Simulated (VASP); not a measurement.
ZnGe3, 4 atoms in the cell. It takes space group P-6m2 (No. 187, hexagonal). The conventional cell has a = 3.261 Å, b = 3.261 Å, c = 8.300 Å, α = 90.00°, β = 90.00°, γ = 120.00°. Within 3.6 Å of Zn (site symmetry -6m2) lie 6 Ge at 2.72 Å and 6 Zn at 3.26 Å. Within 3.6 Å of Ge (site symmetry 3m) lie 3 Zn at 2.72 Å and 9 Ge at 2.89 to 3.26 Å. Within 3.8 Å of Ge (site symmetry -6m2) lie 12 Ge at 2.89 to 3.26 Å. The cell was generated, and may not be a known phase.

- Program: VASP 6.6.1
- Task: single point
- Functional: PBE
- Potentials or basis: VASP PAW PBE potentials, release 64 (Zn, Ge_d)
- Cutoff: 520 eV
- k mesh: 6 × 6 × 2
- Occupations: gaussian, width 0.1 eV
- Spin: no spin polarisation
- Dipole correction: no
- Further INCAR settings: ALGO = Normal; EDIFF = 1e-07; NBANDS = 35

Potentials or basis: VASP PAW PBE potentials, release 64 (Zn, Ge_d).

The run is started by

```console
$ cat potpaw_PBE.64/Zn/POTCAR potpaw_PBE.64/Ge_d/POTCAR > POTCAR
$ mpirun -np 1 vasp_std > vasp.out
```

Hardware: 1 thread of Intel(R) Xeon(R) 6975P-C (Granite Rapids) (shared host).

**Question.** How long does it take, and how much memory?

**Answer.** Run time: 21 s on 1 thread of Intel(R) Xeon(R) 6975P-C (Granite Rapids), with other jobs on the host, peak memory 0.19 GiB. Counts: scf iterations 15, k points 14.
